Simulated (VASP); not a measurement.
A run of VASP 6.6.1:

INCAR

```
PREC     = Accurate       # precision mode
ENCUT    = 520            # plane-wave cutoff, eV
EDIFF    = 1E-7           # SCF threshold, eV
ISMEAR   = -1             # smearing method
SIGMA    = 0.1            # smearing width, eV
LREAL    = False          # projectors in reciprocal space
LASPH    = True           # aspherical terms in the spheres
NELM     = 80             # most SCF steps
ALGO     = Normal         # electronic algorithm
ISIF     = 2              # what is computed and relaxed
LWAVE    = False          # write WAVECAR
LCHARG   = False          # write CHGCAR
GGA      = CA             # functional
NBANDS   = 19             # bands
```

KPOINTS

```
regular mesh
0
Gamma
  17 17 8
```

The input POSCAR:

```
Cr
1.0
    2.4680646617      0.0000000000      0.0000000000
   -1.2340323309      2.1374066952      0.0000000000
    0.0000000000      0.0000000000      4.4025792920
Cr
2
Direct
    0.3333333333      0.6666666667      0.2500000000
    0.6666666667      0.3333333333      0.7500000000
```

Potentials or basis: VASP PAW LDA potentials, release 64 (Cr_pv).

Launch:

```console
$ cat potpaw_LDA.64/Cr_pv/POTCAR > POTCAR
$ mpirun -np 1 vasp_std > vasp.out
```

Hardware: 1 thread of Intel(R) Xeon(R) Platinum 8488C (Sapphire Rapids) (shared host).

Problem. How long does it take, and how much memory?

Solution. Wall time 44 s on 1 thread of Intel(R) Xeon(R) Platinum 8488C (Sapphire Rapids), on a shared host, peak memory 0.17 GiB. Counts: scf iterations 13, k points 165.
